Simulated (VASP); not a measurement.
## CdSe: single point with PBE

The system is CdSe.

```
Cd Se
1.0
     0.00000    3.07027    3.07027
     3.07027    0.00000    3.07027
     3.07027    3.07027    0.00000
Cd Se
1 1
Cartesian
  0.0000 0.0000 0.0000
  1.5351 1.5351 1.5351
```

```json
{
  "Program": "VASP 6.6.1",
  "Task": "single point",
  "Functional": "PBE",
  "Potentials or basis": "VASP PAW PBE potentials, release 64 (Cd, Se)",
  "Cutoff": "520 eV",
  "k mesh": "8 × 8 × 8",
  "Occupations": "gaussian, width 0.026 eV",
  "Spin": "no spin polarisation",
  "Dipole correction": "no",
  "Further INCAR settings": "ALGO = Normal; EDIFF = 1e-07; NBANDS = 16"
}
```

| Property | Result |
| --- | --- |
| Pressure | 1.6 GPa |
| Band gap on the k mesh | 0.55 eV |

Levels at points of the mesh, in eV from the valence-band top:
```
           k point  band 7  band 8  band 9  band 10  band 11  band 12
(0.00, 0.00, 0.00)    0.00    0.00    0.00     0.55     5.93     5.93
(0.50, 0.00, 0.00)   -4.22   -0.71   -0.71     2.36     6.44     6.44
(0.50, 0.50, 0.00)   -3.95   -1.76   -1.76     3.19     3.73     8.98
```

Run time: 36 s on 1 thread of Intel Xeon 8259CL, with other jobs on the host, peak memory 0.19 GiB.
